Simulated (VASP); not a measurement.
Mg16S15O (a cell with a defect): relaxation of the atoms with PBE

System: Mg16S15O (a cell with a defect).

```
Mg O S
1.0
     5.22975    5.22975   -5.22975
    -5.22975   -5.22975   -5.22975
    -5.22975    5.22975    5.22975
Mg O S
16 1 15
Direct
  0.25000 0.00000 0.75000
  0.50000 0.75000 0.75000
  0.75000 0.50000 0.75000
  0.75000 0.00000 0.25000
  0.00000 0.00000 0.00000
  0.25000 0.75000 0.00000
  0.50000 0.50000 0.00000
  0.75000 0.25000 0.00000
  0.00000 0.25000 0.75000
  0.50000 0.00000 0.50000
  0.75000 0.75000 0.50000
  0.00000 0.75000 0.25000
  0.25000 0.50000 0.25000
  0.50000 0.25000 0.25000
  0.00000 0.50000 0.50000
  0.25000 0.25000 0.50000
  0.25000 0.25000 0.00000
  0.50000 0.00000 0.00000
  0.75000 0.75000 0.00000
  0.75000 0.25000 0.50000
  0.00000 0.25000 0.25000
  0.25000 0.00000 0.25000
  0.50000 0.75000 0.25000
  0.75000 0.50000 0.25000
  0.00000 0.50000 0.00000
  0.50000 0.25000 0.75000
  0.75000 0.00000 0.75000
  0.00000 0.00000 0.50000
  0.25000 0.75000 0.50000
  0.50000 0.50000 0.50000
  0.00000 0.75000 0.75000
  0.25000 0.50000 0.75000
```

| Property | Result |
| --- | --- |
| Program | VASP 6.6.1 |
| Task | relaxation of the atoms |
| Functional | PBE |
| Potentials or basis | VASP PAW PBE potentials, release 64 (Mg, O, S) |
| Cutoff | 520 eV |
| k mesh | 2 × 2 × 2, shifted |
| Occupations | gaussian, width 0.01 eV |
| Spin | no spin polarisation |
| Dipole correction | no |
| Further INCAR settings | LREAL = Auto; ALGO = Normal; EDIFF = 1e-06; IBRION = 2; EDIFFG = -0.025; NSW = 65 |

The energy gained by relaxing is 19.9 meV/atom, the ionic steps are 6 and the pressure after relaxing is -2.3 GPa. The largest force after relaxing is 0.011 eV/Å and the band gap on the k mesh is 3.34 eV.

Forces on the atoms (eV/Å):
```
Mg   0.011  0.000  0.000
Mg   0.000  0.000  0.000
Mg   0.000  0.000  0.000
Mg   0.000  0.000  0.000
Mg   0.000  0.000  0.011
Mg   0.000  0.000  0.000
Mg   0.000  0.000 -0.011
Mg   0.000  0.000  0.000
Mg   0.000 -0.011  0.000
Mg   0.000  0.000  0.000
Mg   0.000  0.000  0.000
Mg   0.000  0.000  0.000
Mg  -0.011  0.000  0.000
Mg   0.000  0.011  0.000
Mg   0.000  0.000  0.000
Mg   0.000  0.000  0.000
O    0.000  0.000  0.000
S   -0.001 -0.001  0.000
S    0.000  0.000  0.000
S    0.000  0.000  0.000
S    0.001  0.000 -0.001
S    0.000 -0.001 -0.001
S    0.001  0.000  0.001
S    0.000 -0.001  0.001
S    0.001  0.001  0.000
S   -0.001  0.000  0.001
S    0.000  0.001 -0.001
S   -0.001  0.001  0.000
S    0.000  0.000  0.000
S    0.001 -0.001  0.000
S   -0.001  0.000 -0.001
S    0.000  0.001  0.001
```

The path:
| step | energy change (eV) | largest force (eV/Å) | pressure (GPa) |
| --- | --- | --- | --- |
| 1 | 0.0000 | 0.9441 | -2.00 |
| 2 | -0.2339 | 0.7370 | -2.14 |
| 3 | -0.5984 | 0.1863 | -2.37 |
| 4 | -0.6068 | 0.2061 | -2.38 |
| 5 | -0.6339 | 0.0562 | -2.35 |
| 6 | -0.6360 | 0.0110 | -2.34 |

Final structure:
```
Mg O S
1.0
     5.22975    5.22975   -5.22975
    -5.22975   -5.22975   -5.22975
    -5.22975    5.22975    5.22975
Mg O S
16 1 15
Direct
  0.25000 0.02052 0.77052
  0.50000 0.75000 0.75000
  0.75000 0.50000 0.75000
  0.75000 0.00000 0.25000
  0.02052 0.02052 0.00000
  0.25000 0.75000 0.00000
  0.47948 0.47948 0.00000
  0.75000 0.25000 0.00000
  0.02052 0.25000 0.77052
  0.50000 0.00000 0.50000
  0.75000 0.75000 0.50000
  0.00000 0.75000 0.25000
  0.25000 0.47948 0.22948
  0.47948 0.25000 0.22948
  0.00000 0.50000 0.50000
  0.25000 0.25000 0.50000
  0.25000 0.25000 0.00000
  0.49717 0.00283 0.00000
  0.75000 0.75000 0.00000
  0.75000 0.25000 0.50000
  0.00283 0.25000 0.24717
  0.25000 0.00283 0.24717
  0.49717 0.74434 0.24717
  0.74434 0.49717 0.24717
  0.00283 0.49717 0.00000
  0.49717 0.25000 0.75283
  0.75566 0.00283 0.75283
  0.00283 0.00283 0.50566
  0.25000 0.75000 0.50000
  0.49717 0.49717 0.49434
  0.00283 0.75566 0.75283
  0.25000 0.49717 0.75283
```

Levels at points of the mesh, in eV from the valence-band top:
| k point | band 62 | band 63 | band 64 | band 65 | band 66 | band 67 |
| --- | --- | --- | --- | --- | --- | --- |
| (0.25, 0.25, 0.25) | -0.18 | 0.00 | 0.00 | 3.57 | 4.41 | 4.41 |

Run time: 13 min on 4 MPI ranks on Intel(R) Xeon(R) Platinum 8375C CPU @ 2.90GHz (Ice Lake) (shared host), peak memory 0.5 GiB a rank.
